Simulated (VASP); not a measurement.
Write the native input for VASP 6.6.1 that does the following.

```yaml
Task: single point
Functional: PBE
Potentials_or_basis: VASP PAW PBE potentials, release 64 (Co, Si, Ni)
Cutoff: 520 eV
k_mesh: 12 × 12 × 12
Occupations: gaussian, width 0.1 eV
Spin: no spin polarisation
Dipole_correction: no
Further_INCAR_settings: ALGO = Normal; EDIFF = 1e-06; NBANDS = 36
```

The structure of Co3Si4Ni lies in POSCAR:

```
Co3Si4Ni
1.0
    3.1394941025      1.8125877819      2.5759770883
   -3.1394941025      1.8125877819      2.5759770883
    0.0000000000     -3.6251755138      2.5759771235
Co Si Ni
3 4 1
Direct
    0.6437600000      0.1495380000      0.8555230000
    0.8555230000      0.6437600000      0.1495380000
    0.1495380000      0.8555230000      0.6437600000
    0.3445620000      0.8425560000      0.1524000000
    0.6587210000      0.6587210000      0.6587210000
    0.1524000000      0.3445620000      0.8425560000
    0.8425560000      0.1524000000      0.3445620000
    0.3529390000      0.3529390000      0.3529390000
```

One way to write it, as run:

INCAR

```
PREC = Accurate ; ENCUT = 520
EDIFF = 1E-6 ; ISMEAR = 0
SIGMA = 0.1 ; LREAL = F
LASPH = T ; NELM = 60
ALGO = Normal ; ISIF = 2
LWAVE = F ; LCHARG = T
GGA = PE ; LELF = T
LVHAR = T ; NBANDS = 36
```

KPOINTS

```
Automatic mesh
0
Gamma
  12 12 12
```

Potentials or basis: VASP PAW PBE potentials, release 64 (Co, Si, Ni).

Launch:

```console
$ cat potpaw_PBE.64/Co/POTCAR potpaw_PBE.64/Si/POTCAR potpaw_PBE.64/Ni/POTCAR > POTCAR
$ mpirun -np 1 vasp_std > vasp.out
```

Results of the run:

- Pressure: -0.1 GPa
- Largest force: 0.005 eV/Å
- Band gap on the k mesh: zero (an odd number of electrons rules out a gap without spin polarisation)

Caveat: an odd number of electrons without spin polarisation forces a metal; a magnetic or distorted state may lie lower.

Run time: 23 min on 1 thread of Intel Xeon 8259CL, on a shared host, peak memory 0.84 GiB.
